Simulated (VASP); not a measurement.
# TiCo2 (Fd-3m) in VASP: further runs, part 2 of 2

VASP 6.6.1. The steps go on from the part before.

### 4 Relaxation of cell and atoms, LDA

File INCAR:

```
SYSTEM = TiCo2
PREC = Accurate
ENCUT = 600
EDIFF = 1E-6
ISMEAR = 0
SIGMA = 0.1
LREAL = .False.
LASPH = .True.
NELM = 80
ALGO = Fast
ISIF = 3
LWAVE = .False.
LCHARG = .False.
IBRION = 2
NSW = 100
EDIFFG = -0.005
```

File KPOINTS:

```
regular mesh
0
Gamma
  10 10 10
  0 0 0
```

File POSCAR:

```
TiCo2
1.0
    0.0000000000      3.2442711160      3.2442711160
    3.2442711160      0.0000000000      3.2442711160
    3.2442711160      3.2442711160      0.0000000000
Ti Co
2 4
Direct
    0.5000000000      0.5000000000      0.5000000000
    0.7500000000      0.7500000000      0.7500000000
    0.1250000000      0.1250000000      0.1250000000
    0.6250000000      0.1250000000      0.1250000000
    0.1250000000      0.1250000000      0.6250000000
    0.1250000000      0.6250000000      0.1250000000
```

Potentials or basis: VASP PAW LDA potentials, release 64 (Ti_sv, Co).

Run with:

```sh
$ cat potpaw_LDA.64/Ti_sv/POTCAR potpaw_LDA.64/Co/POTCAR > POTCAR
$ mpirun -np 1 vasp_std > vasp.out
```

OUTCAR:

```text
SYSTEM = TiCo2
   PREC = Accurate
   ENCUT = 600
   EDIFF = 1E-6
   ISMEAR = 0
   LREAL = .False.
   LASPH = .True.
   NELM = 80
   ISIF = 3
   IBRION = 2
   NSW = 100
   EDIFFG = -0.005

 ion  position               nearest neighbor table
   1  0.500  0.500  0.500-   3 2.69   5 2.69   6 2.69   3 2.69   4 2.69   5 2.69   3 2.69   4 2.69
                             6 2.69   4 2.69   5 2.69   6 2.69   2 2.81   2 2.81   2 2.81   2 2.81
   2  0.750  0.750  0.750-   4 2.69   5 2.69   6 2.69   3 2.69   4 2.69   6 2.69   3 2.69   4 2.69
                             5 2.69   3 2.69   5 2.69   6 2.69   1 2.81   1 2.81   1 2.81   1 2.81
   3  0.125  0.125  0.125-   4 2.29   5 2.29   6 2.29   5 2.29   6 2.29   4 2.29   1 2.69   2 2.69
                             1 2.69   2 2.69   1 2.69   2 2.69
   4  0.625  0.125  0.125-   3 2.29   5 2.29   6 2.29   3 2.29   5 2.29   6 2.29   2 2.69   1 2.69
                             1 2.69   2 2.69   2 2.69   1 2.69
   5  0.125  0.125  0.625-   3 2.29   3 2.29   4 2.29   6 2.29   6 2.29   4 2.29   1 2.69   2 2.69
                             1 2.69   2 2.69   1 2.69   2 2.69
   6  0.125  0.625  0.125-   3 2.29   5 2.29   3 2.29   4 2.29   5 2.29   4 2.29   2 2.69   1 2.69
                             2 2.69   2 2.69   1 2.69   1 2.69

  LATTYP: Found a face centered cubic cell.
 ALAT       =     6.4885422320

  Lattice vectors:

 A1 = (   0.0000000000,   3.2442711160,   3.2442711160)
 A2 = (   3.2442711160,   0.0000000000,   3.2442711160)
 A3 = (   3.2442711160,   3.2442711160,   0.0000000000)

Analysis of symmetry for initial positions (statically):
[... 194 lines left out ...]
  Total       -0.3136912     -0.3136912     -0.3136912      0.0000000      0.0000000     -0.0000000
  in kB       -7.3592152     -7.3592152     -7.3592152      0.0000000      0.0000000     -0.0000000
  external PRESSURE =      -7.3592152 kB  Pullay stress =       0.0000000 kB
[... 67 lines left out ...]
--------------------------------------- Ionic step        3  -------------------------------------------

 number of electron      60.0000009 magnetization

 Free energy of the ion-electron system (eV)
  ---------------------------------------------------
  ext. energy  EPLUGINS =         0.00000000
  ---------------------------------------------------
  free energy    TOTEN  =       -52.11386674 eV

  energy without entropy =      -52.07421352  energy(sigma->0) =      -52.09404013

 E-fermi :  10.9848     XC(G=0): -13.6607

 val. band max:       10.9761497399   @ k =   0.5000   0.4000   0.0000
 cond. band min:      10.9875918897   @ k =   0.5000   0.3000   0.1000
 fundamental gap:      0.0114421497
 Fermi energy:        10.9848306195

 k-point     1 :       0.0000    0.0000    0.0000
  band No.  band energies     occupation
      1     -45.3474      2.00000
      2     -45.2178      2.00000
      3     -22.0668      2.00000
      4     -22.0668      2.00000
      5     -22.0668      2.00000
      6     -21.8064      2.00000
[... 925 lines left out ...]
     35      12.1408      0.00000
     36      12.7155      0.00000

 [... further k-points ...]

------------------------ aborting loop because EDIFF is reached ----------------------------------------

  FORCE on cell =-STRESS in cart. coord.  units (eV):
  Direction    XX          YY          ZZ          XY          YZ          ZX
  --------------------------------------------------------------------------------------
  -------------------------------------------------------------------------------------
  Total        0.0219934      0.0219934      0.0219934      0.0000000      0.0000000      0.0000000
  in kB        0.5175674      0.5175674      0.5175674      0.0000000      0.0000000      0.0000000
  external PRESSURE =       0.5175674 kB  Pullay stress =       0.0000000 kB
[... 21 lines left out ...]
  FREE ENERGIE OF THE ION-ELECTRON SYSTEM (eV)
  ---------------------------------------------------
  free  energy   TOTEN  =       -52.1138667407 eV

  energy  without entropy=      -52.0742135223  energy(sigma->0) =      -52.09404013

 reached required accuracy - stopping structural energy minimisation
```

OSZICAR:

```text
N       E                     dE             d eps       ncg     rms          rms(c)
DAV:   1     0.624228330833E+03    0.62423E+03   -0.30709E+04  3384   0.250E+03
DAV:   2     0.157086264373E+02   -0.60852E+03   -0.59725E+03  3384   0.574E+02
DAV:   3    -0.518617362599E+02   -0.67570E+02   -0.64887E+02  4788   0.203E+02
[... 50 lines left out ...]
RMM:   7    -0.521138542238E+02   -0.28272E-04   -0.22651E-04  5229   0.846E-02    0.265E-02
RMM:   8    -0.521138645200E+02   -0.10296E-04   -0.77115E-05  5206   0.403E-02    0.128E-02
RMM:   9    -0.521138653518E+02   -0.83179E-06   -0.31433E-05  4746   0.309E-02    0.140E-03
RMM:  10    -0.521138663648E+02   -0.10130E-05   -0.11311E-05  3322   0.151E-02    0.162E-03
RMM:  11    -0.521138667407E+02   -0.37581E-06   -0.46662E-06  2960   0.118E-02
   3 F= -.52113867E+02 E0= -.52094040E+02  d E =-.472904E-03
```

CONTCAR:

```text
TiCo2
   1.00000000000000
    -0.0000000000000000    3.2409214951538705    3.2409214951538705
     3.2409214951538705    0.0000000000000000    3.2409214951538705
     3.2409214951538705    3.2409214951538705    0.0000000000000000
  Ti              Co
     2     4
Direct
     0.5000000000000000    0.5000000000000000    0.5000000000000000
     0.7500000000000000    0.7500000000000000    0.7500000000000000
     0.1250000000000000    0.1250000000000000    0.1250000000000000
     0.6250000000000000    0.1250000000000000    0.1250000000000000
     0.1250000000000000    0.1250000000000000    0.6250000000000000
     0.1250000000000000    0.6250000000000000    0.1250000000000000

  0.00000000E+00  0.00000000E+00  0.00000000E+00
  0.00000000E+00  0.00000000E+00  0.00000000E+00
  0.00000000E+00  0.00000000E+00  0.00000000E+00
  0.00000000E+00  0.00000000E+00  0.00000000E+00
  0.00000000E+00  0.00000000E+00  0.00000000E+00
  0.00000000E+00  0.00000000E+00  0.00000000E+00
```

It took 11 min on 1 thread of Intel Xeon Platinum 8488C (Sapphire Rapids), shared host; peak memory 0.29 GiB.

Results:

- Free energy: -52.1139 eV
- Relaxed volume: 11.35 Å³/atom
- Relaxed cell: a = 4.583 Å, b = 4.583 Å, c = 4.583 Å, α = 60.00°, β = 60.00°, γ = 60.00°
- Space group after relaxing (to 0.05 Å): Fd-3m (No. 227)
- Energy gained by relaxing: 0.1 meV/atom
- Ionic steps: 3
- Pressure after relaxing: 0.1 GPa
- Band gap on the k mesh: zero (band 30 reaches 11.20 eV, above the bottom of band 31 at 10.38 eV)

Step by step:
```tsv
step	energy change (eV)	largest force (eV/Å)	pressure (GPa)	volume (Å³)
1	0.0000	0.0000	-0.74	68.29
2	0.0006	0.0000	1.25	67.78
3	-0.0005	0.0000	0.05	68.08
```

Final structure:
```cif
data_structure
_symmetry_space_group_name_H-M 'P 1'
_symmetry_Int_Tables_number 1
_cell_length_a 4.5834
_cell_length_b 4.5834
_cell_length_c 4.5834
_cell_angle_alpha 60.000
_cell_angle_beta 60.000
_cell_angle_gamma 60.000
_cell_volume 68.08
loop_
_atom_site_label
_atom_site_type_symbol
_atom_site_fract_x
_atom_site_fract_y
_atom_site_fract_z
_atom_site_occupancy
Ti1 Ti 0.50000 0.50000 0.50000 1
Ti2 Ti 0.75000 0.75000 0.75000 1
Co1 Co 0.12500 0.12500 0.12500 1
Co2 Co 0.62500 0.12500 0.12500 1
Co3 Co 0.12500 0.12500 0.62500 1
Co4 Co 0.12500 0.62500 0.12500 1
```

### 5 Single point, LDA

This run uses another cell than the first one, of 11.42 Å³/atom, 1.003 times its volume.

File INCAR:

```
ALGO = Fast
EDIFF = 1E-6
ENCUT = 520
ISIF = 2
ISMEAR = -1
LASPH = True
LCHARG = True
LELF = True
LREAL = False
LVHAR = True
LWAVE = False
NBANDS = 39
NELM = 80
PREC = Accurate
SIGMA = 0.15
```

File KPOINTS:

```
k-points
0
Gamma
  10 10 10
```

POSCAR, as its differences from that of step 4:

```diff
@@ -2,5 +2,5 @@
 1.0
-    0.0000000000      3.2442711160      3.2442711160
-    3.2442711160      0.0000000000      3.2442711160
-    3.2442711160      3.2442711160      0.0000000000
+    0.0000000000      3.2474172319      3.2474172319
+    3.2474172319      0.0000000000      3.2474172319
+    3.2474172319      3.2474172319      0.0000000000
 Ti Co
```

Run with:

```sh
$ cat potpaw_LDA.64/Ti_sv/POTCAR potpaw_LDA.64/Co/POTCAR > POTCAR
$ mpirun -np 1 vasp_std > vasp.out
```

Wall time 2.2 min (1 thread of Intel Xeon 6975P-C (Granite Rapids), shared host); peak memory 0.24 GiB.

Results (log left out):

```
Free energy            : -52.3849 eV
Pressure               : -0.5 GPa
Band gap on the k mesh : zero (band 30 reaches 11.12 eV, above the bottom of band 31 at 10.28 eV)
```

Levels at points of the mesh, in eV from the Fermi level:
```
           k point  band 26  band 27  band 28  band 29  band 30  band 31  band 32  band 33  band 34  band 35
(0.00, 0.00, 0.00)    -0.70    -0.67    -0.67    -0.59    -0.59    -0.59     0.89     0.89     0.89     1.09
(0.50, 0.00, 0.00)    -0.72    -0.65    -0.39    -0.39     0.14     0.14     0.63     0.63     0.89     1.01
(0.50, 0.50, 0.00)    -1.89    -0.60    -0.60    -0.56    -0.56     0.00     0.00     0.97     0.97     1.71
```

### 6 Single point, LDA

This run uses another cell than the first one, of 11.42 Å³/atom, 1.003 times its volume.

INCAR is that of step 5.

KPOINTS is that of step 5.

POSCAR, as its differences from that of step 5:

```diff
@@ -2,5 +2,5 @@
 1.0
-    0.0000000000      3.2474172319      3.2474172319
-    3.2474172319      0.0000000000      3.2474172319
-    3.2474172319      3.2474172319      0.0000000000
+    0.0000000000      3.2474172317      3.2474172317
+    3.2474172317      0.0000000000      3.2474172317
+    3.2474172317      3.2474172317      0.0000000000
 Ti Co
```

Potentials or basis: VASP PAW LDA potentials, release 64 (Ti_sv, Co).

Run with:

```sh
$ cat potpaw_LDA.64/Ti_sv/POTCAR potpaw_LDA.64/Co/POTCAR > POTCAR
$ mpirun -np 1 vasp_std > vasp.out
```

It took 2.3 min on 1 thread of Intel Xeon 6975P-C (Granite Rapids), shared host; peak memory 0.24 GiB.

It converged, with:

| Item | Value |
| --- | --- |
| Free energy | -52.3849 eV |
| Pressure | -0.5 GPa |
| Band gap on the k mesh | zero (band 30 reaches 11.12 eV, above the bottom of band 31 at 10.28 eV) |

Levels at points of the mesh, in eV from the Fermi level:
| k point | band 28 | band 29 | band 30 | band 31 | band 32 | band 33 |
| --- | --- | --- | --- | --- | --- | --- |
| (0.00, 0.00, 0.00) | -0.67 | -0.59 | -0.59 | -0.59 | 0.89 | 0.89 |
| (0.50, 0.00, 0.00) | -0.39 | -0.39 | 0.14 | 0.14 | 0.63 | 0.63 |
| (0.50, 0.50, 0.00) | -0.60 | -0.56 | -0.56 | 0.00 | 0.00 | 0.97 |

### 7 Overview

| task | spin | cell | k mesh | cutoff (eV) | smearing | gap on the mesh (eV) | pressure (GPa) |
| --- | --- | --- | --- | --- | --- | --- | --- |
| single point | collinear, ferrimagnetic start | a = 4.588 Å, angles 60.0°, 6 atoms | 6 × 6 × 6 | 520 | gaussian 0.1 eV | none | -0.6 |
| relaxation of cell and atoms | off | relaxed from a = 4.588 Å, angles 60.0°, 6 atoms | 10 × 10 × 10 | 600 | gaussian 0.1 eV | none | 0.1 |
| single point | off | a = 4.593 Å, angles 60.0°, 6 atoms | 10 × 10 × 10 | 520 | fermi-dirac 0.15 eV | none | -0.5 |

Alike in all rows: level LDA; potentials or basis VASP PAW LDA potentials, release 64 (Ti_sv, Co).

Total energies depend on the potentials used, so only differences within one code and one set of settings carry meaning.
